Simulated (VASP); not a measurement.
Here is a VASP 6.6.1 calculation.

The input POSCAR:

```
SnTe
1.0
    0.0000000000      3.5708761004      3.6111460000
    3.5708761004      0.0000000000      3.6111460000
    3.5708761004      3.5708761004      0.0000000000
Sn Te
1 1
Direct
    0.0000000000      0.0000000000      0.0000000000
    0.2500000000      0.2500000000      0.2500000000
```

Contents of INCAR.step1:

```
SYSTEM = SnTe
PREC     = Accurate       ! precision mode
ENCUT    = 550            ! plane-wave cutoff, eV
ISMEAR   = 0              ! smearing method
SIGMA    = 0.01           ! smearing width, eV
LREAL    = .FALSE.        ! projectors in reciprocal space
LASPH    = .TRUE.         ! aspherical terms in the spheres
NELM     = 120            ! most SCF steps
NBANDS   = 17             ! bands
GGA      = PE             ! functional
ALGO     = Normal         ! electronic algorithm
EDIFF    = 1E-5           ! SCF threshold, eV
LWAVE    = .TRUE.         ! write WAVECAR
LCHARG   = .FALSE.        ! write CHGCAR
GGA_COMPAT= .FALSE.
```

File INCAR.step2:

```
SYSTEM = SnTe
PREC     = Accurate       ! precision mode
ENCUT    = 550            ! plane-wave cutoff, eV
EDIFF    = 1E-6           ! SCF threshold, eV
ISMEAR   = 0              ! smearing method
SIGMA    = 0.01           ! smearing width, eV
LREAL    = .FALSE.        ! projectors in reciprocal space
LASPH    = .TRUE.         ! aspherical terms in the spheres
NELM     = 120            ! most SCF steps
ALGO     = Normal         ! electronic algorithm
ISIF     = 2              ! what is computed and relaxed
LWAVE    = .FALSE.        ! write WAVECAR
LCHARG   = .FALSE.        ! write CHGCAR
METAGGA  = R2SCAN         ! meta-GGA
LMIXTAU  = .TRUE.       
NBANDS   = 17             ! bands
ISTART   = 1            
GGA_COMPAT= .FALSE.
```

Contents of KPOINTS:

```
Automatic mesh
0
G
  6 6 6
  0 0 0
```

Potentials or basis: VASP PAW PBE potentials, release 64 (Sn_d, Te).

The run is started by

```bash
$ cat potpaw_PBE.64/Sn_d/POTCAR potpaw_PBE.64/Te/POTCAR > POTCAR
$ cp INCAR.step1 INCAR
$ mpirun -np 1 vasp_std > vasp.out
$ cp INCAR.step2 INCAR
$ mpirun -np 1 vasp_std > vasp.out
```

Task: Predict the band gap on the k mesh.

Result: 0.25 eV (least direct gap 0.85 eV).

Task: Estimate the pressure.

Result: 0.0 GPa.

Caveat: the PAW data sets were made with another functional, which shifts forces and pressure a little; spin-orbit coupling is left out, which moves the levels of the heavy elements. A k mesh can miss the band edges.
